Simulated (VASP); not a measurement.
Runs of VASP 6.6.1 on V. The structure is that of space group P6_3/mmc (No. 194), or close to it. The cells are those of the table. 

```csv
task,cell,cutoff (eV),gap on the mesh (eV),pressure (GPa)
single point,"a = 2.538, b = 2.538, c = 4.625 Å, angles 90.0, 90.0, 120.0°, 2 atoms",520,none,0.5
single point,"a = 2.105, b = 2.105, c = 3.897 Å, angles 90.0, 90.0, 120.0°, 2 atoms",520,none,290.6
relaxation of shape and atoms at fixed volume,"relaxed from a = 2.432, b = 2.432, c = 4.432 Å, angles 90.0, 90.0, 120.0°, 2 atoms",600,none,32.9
relaxation of shape and atoms at fixed volume,"relaxed from a = 2.014, b = 2.014, c = 3.671 Å, angles 90.0, 90.0, 120.0°, 2 atoms",600,none,476.7
single point,"a = 2.429, b = 2.429, c = 4.441 Å, angles 90.0, 90.0, 120.0°, 2 atoms",520,none,(a)
relaxation of cell and atoms,"relaxed from a = 2.615, b = 2.615, c = 4.236 Å, angles 90.0, 90.0, 120.0°, 2 atoms",600,none,0.0
single point,"a = 2.016, b = 2.016, c = 3.665 Å, angles 90.0, 90.0, 120.0°, 2 atoms",520,none,(b)
single point,"a = 2.223, b = 2.223, c = 4.097 Å, angles 90.0, 90.0, 120.0°, 2 atoms",520,none,156.1
```

Alike in all rows: level LDA; potentials or basis VASP PAW LDA potentials, release 64 (V_sv); no spin polarisation; k mesh 18 × 18 × 10; smearing fermi-dirac 0.08 eV.

Q: Estimate the missing entries.

A: (a) 33.0; (b) 478.6.

A gap of «none» marks levels without a gap at the run's occupations.
